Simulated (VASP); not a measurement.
# Sr4Ir (Pm-3m) in VASP: a series of runs

Sr4Ir is run at these levels: PBE; tasks: relaxation of cell and atoms, single point.

All numbers are computed with VASP 6.6.1; they aren't measurements. Logs are shortened: lines on timing, memory, paths and dates and some standing lists are left out, and cuts for length are marked.

## 1. The cell of the first run

Symmetry: Pm-3m, No. 221, cubic system. The conventional cell has a = 6.404 Å, b = 6.404 Å, c = 6.404 Å, α = 90.00°, β = 90.00°, γ = 90.00°. Within 4.2 Å of Sr (site symmetry 4/mmm) lie 2 Ir at 3.20 Å. Ir (site symmetry m-3m) has 6 Sr at 3.20 Å within 4.2 Å.

The cell was generated, and may not be a known phase.

## 2. Relaxation of cell and atoms, PBE

The input, INCAR:

```
SYSTEM = Sr4Ir
ALGO = Normal
EDIFF = 1E-6
EDIFFG = -0.04
ENCUT = 600
GGA = PE
IBRION = 2
ISIF = 3
ISMEAR = 0
LASPH = .TRUE.
LCHARG = .FALSE.
LREAL = .FALSE.
LWAVE = .FALSE.
NELM = 100
NSW = 90
PREC = Accurate
SIGMA = 0.1
```

The input, KPOINTS:

```
k-points
0
G
  4 4 4
  0 0 0
```

The input, POSCAR:

```
Sr4Ir
1.0
    6.4043778700      0.0000000000      0.0000000000
    0.0000000000      6.4043778700      0.0000000000
    0.0000000000      0.0000000000      6.4043778700
Sr Ir
4 1
Direct
    0.0000000000      0.5000000000      0.5000000000
    0.5000000000      0.0000000000      0.5000000000
    0.5000000000      0.5000000000      0.0000000000
    0.0000000000      0.0000000000      0.0000000000
    0.5000000000      0.5000000000      0.5000000000
```

Potentials or basis: VASP PAW PBE potentials, release 64 (Sr_sv, Ir).

Started as:

```
> cat potpaw_PBE.64/Sr_sv/POTCAR potpaw_PBE.64/Ir/POTCAR > POTCAR
> mpirun -np 1 vasp_std > vasp.out
```

OUTCAR:

```text
SYSTEM = Sr4Ir
   EDIFF = 1E-6
   EDIFFG = -0.04
   ENCUT = 600
   GGA = PE
   IBRION = 2
   ISIF = 3
   ISMEAR = 0
   LASPH = .TRUE.
   LREAL = .FALSE.
   NELM = 100
   NSW = 90
   PREC = Accurate

 ion  position               nearest neighbor table
   1  0.000  0.500  0.500-   5 3.20   5 3.20   4 4.53   2 4.53   3 4.53   4 4.53   2 4.53   4 4.53
                             4 4.53   2 4.53   3 4.53   3 4.53   3 4.53   2 4.53
   2  0.500  0.000  0.500-   5 3.20   5 3.20   4 4.53   1 4.53   3 4.53   4 4.53   1 4.53   3 4.53
                             3 4.53   3 4.53   1 4.53   4 4.53   4 4.53   1 4.53
   3  0.500  0.500  0.000-   5 3.20   5 3.20   4 4.53   1 4.53   1 4.53   2 4.53   2 4.53   2 4.53
                             4 4.53   2 4.53   1 4.53   4 4.53   1 4.53   4 4.53
   4  0.000  0.000  0.000-   1 4.53   2 4.53   3 4.53   1 4.53   2 4.53   1 4.53   3 4.53   1 4.53
                             2 4.53   3 4.53   2 4.53   3 4.53
   5  0.500  0.500  0.500-   1 3.20   2 3.20   3 3.20   3 3.20   2 3.20   1 3.20

  LATTYP: Found a simple cubic cell.
 ALAT       =     6.4043778700

  Lattice vectors:

 A1 = (   6.4043778700,   0.0000000000,   0.0000000000)
 A2 = (   0.0000000000,   6.4043778700,   0.0000000000)
 A3 = (   0.0000000000,   0.0000000000,   6.4043778700)

Analysis of symmetry for initial positions (statically):
=====================================================================
 Subroutine PRICEL returns:
 Original cell was already a primitive cell.

 Routine SETGRP: Setting up the symmetry group for a
 simple cubic supercell.

 Subroutine GETGRP returns: Found 48 space group operations
 (whereof 48 operations were pure point group operations)
 out of a pool of 48 trial point group operations.

The static configuration has the point symmetry O_h .

Analysis of symmetry for dynamics (positions and initial velocities):
=====================================================================
 Subroutine PRICEL returns:
 Original cell was already a primitive cell.

 Routine SETGRP: Setting up the symmetry group for a
 simple cubic supercell.

 Subroutine GETGRP returns: Found 48 space group operations
 (whereof 48 operations were pure point group operations)
 out of a pool of 48 trial point group operations.

The dynamic configuration has the point symmetry O_h .

 Subroutine INISYM returns: Found 48 space group operations
 (whereof 48 operations are pure point group operations),
 and found     1 'primitive' translations

----------------------------------------------------------------------------------------

                                     Primitive cell

  volume of cell :     262.6823

  direct lattice vectors                    reciprocal lattice vectors
     6.404377870  0.000000000  0.000000000     0.156143191  0.000000000  0.000000000
     0.000000000  6.404377870  0.000000000     0.000000000  0.156143191  0.000000000
     0.000000000  0.000000000  6.404377870     0.000000000  0.000000000  0.156143191

  length of vectors
     6.404377870  6.404377870  6.404377870     0.156143191  0.156143191  0.156143191

  position of ions in fractional coordinates (direct lattice)
     0.000000000  0.500000000  0.500000000
     0.500000000  0.000000000  0.500000000
     0.500000000  0.500000000  0.000000000
     0.000000000  0.000000000  0.000000000
     0.500000000  0.500000000  0.500000000

  ion indices of the primitive-cell ions
   primitive index   ion index
                 1           1
                 2           2
                 3           3
                 4           4
                 5           5

----------------------------------------------------------------------------------------

 KPOINTS: k-points

Automatic generation of k-mesh.
 Grid dimensions read from file:
 generate k-points for:    4    4    4

 Generating k-lattice:

  Cartesian coordinates                     Fractional coordinates (reciprocal lattice)
     0.039035798  0.000000000  0.000000000     0.250000000  0.000000000  0.000000000
     0.000000000  0.039035798  0.000000000     0.000000000  0.250000000  0.000000000
     0.000000000  0.000000000  0.039035798     0.000000000  0.000000000  0.250000000

  Length of vectors
     0.039035798  0.039035798  0.039035798

  Shift w.r.t. Gamma in fractional coordinates (k-lattice)
     0.000000000  0.000000000  0.000000000

 Subroutine IBZKPT returns following result:
 ===========================================

 Found     10 irreducible k-points:

 Following reciprocal coordinates:
            Coordinates               Weight
  0.000000  0.000000  0.000000      1.000000
  0.250000  0.000000  0.000000      6.000000
  0.500000  0.000000  0.000000      3.000000
  0.250000  0.250000  0.000000     12.000000
  0.500000  0.250000  0.000000     12.000000
  0.500000  0.500000  0.000000      3.000000
  0.250000  0.250000  0.250000      8.000000
  0.500000  0.250000  0.250000     12.000000
  0.500000  0.500000  0.250000      6.000000
  0.500000  0.500000  0.500000      1.000000
   k-points           NKPTS =     10   k-points in BZ     NKDIM =     10   number of bands    NBANDS=     29
   number of dos      NEDOS =    301   number of ions     NIONS =      5
   total plane-waves  NPLWV = 157464
   dimension x,y,z NGX =    54 NGY =   54 NGZ =   54
   dimension x,y,z NGXF=   108 NGYF=  108 NGZF=  108
   ions per type =               4   1
   NGX,Y,Z   is equivalent  to a cutoff of  14.02, 14.02, 14.02 a.u.
   NGXF,Y,Z  is equivalent  to a cutoff of  28.03, 28.03, 28.03 a.u.
 SYSTEM =  Sr4Ir
   PREC   = accura    normal or accurate (medium, high low for compatibility)
   ISTART =      0    job   : 0-new  1-cont  2-samecut
   ICHARG =      2    charge: 1-file 2-atom 10-const
   ISPIN  =      1    spin polarized calculation?
   LNONCOLLINEAR =      F non collinear calculations
   LSORBIT =      F    spin-orbit coupling
   LASPH  =      T    aspherical Exc in radial PAW
   ENCUT  =  600.0 eV  44.10 Ry    6.64 a.u.  12.79 12.79 12.79*2*pi/ulx,y,z
   NELM   =    100;   NELMIN=  2; NELMDL= -5     # of ELM steps
   EDIFF  = 0.1E-05   stopping-criterion for ELM
   LREAL  =      F    real-space projection
   EDIFFG = -.4E-01   stopping-criterion for IOM
   NSW    =     90    number of steps for IOM
   IBRION =      2    ionic relax: 0-MD 1-quasi-New 2-CG
   NFREE  =      1    steps in history (QN), initial steepest desc. (CG)
   ISIF   =      3    stress and relaxation
   ISYM   =      2    0-nonsym 1-usesym 2-fastsym
   POTIM  = 0.5000    time-step for ionic-motion
   TEBEG  =    0.0;   TEEND  =   0.0 temperature during run
   PSTRESS=    0.0 pullay stress
   NELECT =      49.0000    total number of electrons
   NUPDOWN=      -1.0000    fix difference up-down
   EMIN   =  10.00;   EMAX   =-10.00  energy-range for DOS
   EFERMI =   0.00;   METHOD = LEGACY
   ISMEAR =     0;   SIGMA  =   0.10  broadening in eV -4-tet -1-fermi 0-gaus
   EFERMI_NEDOS =   21; number of points for ismear=-14 and -15
   IALGO  =     38    algorithm
   IMIX   =      4    mixing-type and parameters
     AMIX     =   0.40;   BMIX     =  1.00
     AMIX_MAG =   1.60;   BMIX_MAG =  1.00
  volume/ion in A,a.u.               =      52.54       354.53
  Fermi-wavevector in a.u.,A,eV,Ry     =   0.935398  1.767646 11.904689  0.874970
  Thomas-Fermi vector in A             =   2.062302
   LORBIT       =      0    0 simple, 1 ext, 2 COOP (PROOUT), +10 PAW based schemes
   GGA     = PE    functional components
   LHFCALC =     F    Hartree Fock is set to
   AEXX    =    0.0000 exact exchange contribution
   IVDW    =     0    specifies the selected vdW correction
   LEPSILON=     F    determine dielectric tensor
   LRPA    =     F    only Hartree local field effects (RPA)
 conjugate gradient relaxation of ions
 non-spin polarized calculation
 Gauss-broadening in eV      SIGMA  =   0.10
  energy-cutoff  :      600.00
  volume of cell :      262.68
 maximum number of plane-waves:      8836
 NGX is ok and might be reduce to    54

--------------------------------------- Ionic step        1  -------------------------------------------

 number of electron      49.0000001 magnetization

 Free energy of the ion-electron system (eV)
  ---------------------------------------------------
  ext. energy  EPLUGINS =         0.00000000
  ---------------------------------------------------
  free energy    TOTEN  =       -15.31667198 eV

  energy without entropy =      -15.28946755  energy(sigma->0) =      -15.30306976

------------------------ aborting loop because EDIFF is reached ----------------------------------------

  FORCE on cell =-STRESS in cart. coord.  units (eV):
  Direction    XX          YY          ZZ          XY          YZ          ZX
  --------------------------------------------------------------------------------------
  -------------------------------------------------------------------------------------
  Total       -5.2895238     -5.2895238     -5.2895238     -0.0000000     -0.0000000      0.0000000
  in kB      -32.2623731    -32.2623731    -32.2623731     -0.0000000     -0.0000000      0.0000000
  external PRESSURE =     -32.2623731 kB  Pullay stress =       0.0000000 kB
[... 63 lines left out ...]
  energy  without entropy=      -15.8128874853  energy(sigma->0) =      -15.82653376

--------------------------------------- Ionic step        3  -------------------------------------------

 number of electron      49.0000001 magnetization

 Free energy of the ion-electron system (eV)
  ---------------------------------------------------
  ext. energy  EPLUGINS =         0.00000000
  ---------------------------------------------------
  free energy    TOTEN  =       -15.86169076 eV

  energy without entropy =      -15.83419962  energy(sigma->0) =      -15.84794519

 E-fermi :   1.8600     XC(G=0):  -7.9617

 val. band max:        1.6526251929   @ k =   0.0000   0.0000   0.0000
 cond. band min:       1.8643241145   @ k =   0.5000   0.2500   0.2500
 fundamental gap:      0.2116989216
 Fermi energy:         1.8599891483

 k-point     1 :       0.0000    0.0000    0.0000
  band No.  band energies     occupation
      1     -35.1138      2.00000
      2     -33.4951      2.00000
      3     -33.4791      2.00000
      4     -33.4791      2.00000
      5     -17.0848      2.00000
      6     -17.0848      2.00000
[... 341 lines left out ...]
  FREE ENERGIE OF THE ION-ELECTRON SYSTEM (eV)
  ---------------------------------------------------
  free  energy   TOTEN  =       -15.8616907574 eV

  energy  without entropy=      -15.8341996202  energy(sigma->0) =      -15.84794519

 reached required accuracy - stopping structural energy minimisation
```

Wall time 11 min (1 thread of Oxide Virtual Turin-like, shared host); peak memory 0.44 GiB.

What came out:

| Property | Result |
| --- | --- |
| Free energy | -15.8617 eV |
| Relaxed volume | 43.39 Å³/atom |
| Relaxed cell | a = 6.009 Å, b = 6.009 Å, c = 6.009 Å, α = 90.00°, β = 90.00°, γ = 90.00° |
| Space group after relaxing (to 0.1 Å) | Pm-3m (No. 221) |
| Energy gained by relaxing | 109.0 meV/atom |
| Ionic steps | 3 |
| Pressure after relaxing | -0.1 GPa |
| Band gap on the k mesh | zero (an odd number of electrons rules out a gap without spin polarisation) |

Step by step:
```
step  energy change (eV)  largest force (eV/Å)  pressure (GPa)  volume (Å³)
   1              0.0000                0.0000           -3.23       262.68
   2             -0.5235                0.0000           -0.83       224.48
   3             -0.5450                0.0000           -0.06       216.96
```

Final structure:
```
Sr Ir
1.0
     6.00886    0.00000    0.00000
     0.00000    6.00886    0.00000
     0.00000    0.00000    6.00886
Sr Ir
4 1
Direct
  0.00000 0.50000 0.50000
  0.50000 0.00000 0.50000
  0.50000 0.50000 0.00000
  0.00000 0.00000 0.00000
  0.50000 0.50000 0.50000
```

Caveat: the volume moved by over 15 % at a fixed basis, so the end points are rough; spin-orbit coupling is left out, which moves the levels of the heavy elements.

## 3. Single point, PBE

This run uses another cell than the first one: it holds 10 atoms, not 5.

The input, INCAR:

```
SYSTEM = Sr4Ir
ALGO = Fast
EDIFF = 1E-6
ENCUT = 520
GGA = PE
ISIF = 2
ISMEAR = 0
LASPH = .TRUE.
LCHARG = .FALSE.
LREAL = .FALSE.
LWAVE = .FALSE.
NBANDS = 60
NELM = 80
PREC = Accurate
SIGMA = 0.2
```

The input, KPOINTS:

```
k-points
0
G
  4 4 2
  0 0 0
```

The input, POSCAR:

```
Sr4Ir
1.0
    0.0000000000      5.9922865684      0.0000000000
    0.0000000000      0.0000000000      5.9922865684
   11.9845731369      0.0000000000      0.0000000000
Sr Ir
8 2
Direct
    0.5000000000      0.5000000000      0.5000000000
    0.5000000000      0.5000000000      0.0000000000
    0.0000000000      0.5000000000      0.2500000000
    0.0000000000      0.5000000000      0.7500000000
    0.5000000000      0.0000000000      0.2500000000
    0.5000000000      0.0000000000      0.7500000000
    0.0000000000      1.0000000000      0.0000000000
    0.0000000000      1.0000000000      0.5000000000
    0.5000000000      0.5000000000      0.2500000000
    0.5000000000      0.5000000000      0.7500000000
```

Potentials or basis: VASP PAW PBE potentials, release 64 (Sr_sv, Ir).

Started as:

```
> cat potpaw_PBE.64/Sr_sv/POTCAR potpaw_PBE.64/Ir/POTCAR > POTCAR
> mpirun -np 1 vasp_std > vasp.out
```

Run time: 27 min. Hardware: 1 thread of Oxide Virtual Turin-like, shared host; peak memory 0.57 GiB.

It converged, with:

```
Free energy            : -31.7842 eV
Pressure               : 0.1 GPa
Band gap on the k mesh : zero (bands 49 and 50 overlap by 0.97 eV)
```

Levels at points of the mesh, in eV from the Fermi level:
| k point | band 46 | band 47 | band 48 | band 49 | band 50 | band 51 |
| --- | --- | --- | --- | --- | --- | --- |
| (0.00, 0.00, 0.00) | -0.81 | -0.25 | -0.19 | -0.19 | 0.35 | 0.92 |
| (0.50, 0.00, 0.00) | -0.81 | -0.65 | -0.34 | -0.25 | 0.35 | 0.92 |
| (0.50, 0.50, 0.00) | -0.79 | -0.79 | -0.65 | -0.63 | -0.63 | -0.34 |
| (0.00, 0.00, 0.50) | -1.19 | -0.36 | -0.36 | 0.04 | 0.04 | 1.12 |
| (0.50, 0.00, 0.50) | -0.77 | -0.36 | -0.36 | 0.34 | 0.34 | 0.72 |
| (0.50, 0.50, 0.50) | -0.85 | -0.64 | -0.64 | -0.50 | -0.50 | 0.07 |

Caveat: spin-orbit coupling is left out, which moves the levels of the heavy elements.

## 4. Relaxation of cell and atoms, PBE

This run uses another cell than the first one, of 43.14 Å³/atom.

The input, INCAR:

```
PREC = Accurate ; ENCUT = 600
EDIFF = 1E-6 ; ISMEAR = 0
SIGMA = 0.1 ; LREAL = False
LASPH = True ; NELM = 100
ALGO = Fast ; ISIF = 3
LWAVE = False ; LCHARG = False
GGA = PE ; IBRION = 2
NSW = 100 ; EDIFFG = -0.01
```

The input, KPOINTS:

```
regular mesh
0
Gamma
  6 6 6
```

The input, POSCAR:

```
Sr4Ir
1.0
    5.9970810240      0.0000000000      0.0000000000
    0.0000000000      5.9970810240      0.0000000000
    0.0000000000      0.0000000000      5.9970810240
Sr Ir
4 1
Direct
    0.0000000000      0.5000000000      0.5000000000
    0.5000000000      0.0000000000      0.5000000000
    0.5000000000      0.5000000000      0.0000000000
    0.0000000000      0.0000000000      0.0000000000
    0.5000000000      0.5000000000      0.5000000000
```

Started as:

```
> cat potpaw_PBE.64/Sr_sv/POTCAR potpaw_PBE.64/Ir/POTCAR > POTCAR
> mpirun -np 1 vasp_std > vasp.out
```

Run time: 13 min. Hardware: 1 thread of Oxide Virtual Turin-like, shared host; peak memory 0.39 GiB.

It converged, with:

- Free energy: -15.8850 eV
- Pressure after relaxing: 0.0 GPa
- Band gap on the k mesh: zero (an odd number of electrons rules out a gap without spin polarisation)

Final structure:
```xyz
5
Lattice="5.9971 0.0000 0.0000 0.0000 5.9971 0.0000 0.0000 0.0000 5.9971" Properties=species:S:1:pos:R:3 pbc="T T T"
Sr    0.0000    2.9985    2.9985
Sr    2.9985    0.0000    2.9985
Sr    2.9985    2.9985    0.0000
Sr    0.0000    0.0000    0.0000
Ir    2.9985    2.9985    2.9985
```

Levels at points of the mesh, in eV from the Fermi level:
```csv
k point,band 22,band 23,band 24,band 25,band 26,band 27
"(0.00, 0.00, 0.00)",-1.64,-1.63,-0.23,-0.23,1.36,1.36
"(0.50, 0.00, 0.00)",-1.43,-0.85,-0.29,0.31,0.88,0.88
"(0.50, 0.50, 0.00)",-1.02,-0.99,-0.68,-0.38,1.02,1.20
"(0.50, 0.50, 0.50)",-0.83,-0.83,-0.83,-0.67,-0.67,0.85
```

Caveat: the relaxation stopped at its first step, so nothing moved; spin-orbit coupling is left out, which moves the levels of the heavy elements.

## 5. The runs side by side

```tsv
task	cell	k mesh	cutoff (eV)	smearing	gap on the mesh (eV)	pressure (GPa)
relaxation of cell and atoms	relaxed from a = 6.404 Å, 5 atoms, atomic positions A	4 × 4 × 4	600	gaussian 0.1 eV	none	-0.1
single point	a = 5.992, b = 5.992, c = 11.985 Å, 10 atoms, atomic positions B	4 × 4 × 2	520	gaussian 0.2 eV	none	0.1
relaxation of cell and atoms	relaxed from a = 5.997 Å, 5 atoms, atomic positions A	6 × 6 × 6	600	gaussian 0.1 eV	none	0.0
```

Alike in all rows: level PBE; potentials or basis VASP PAW PBE potentials, release 64 (Sr_sv, Ir); no spin polarisation.

Caveats: spin-orbit coupling is left out, which moves the levels of the heavy elements; the volume moved by over 15 % at a fixed basis, so the end points are rough (at least some runs); the relaxation stopped at its first step, so nothing moved (at least some runs).

Total energies depend on the potentials used, so only differences within one code and one set of settings carry meaning.

The gap in the log of VASP goes by the Fermi energy; the results here count the filled bands.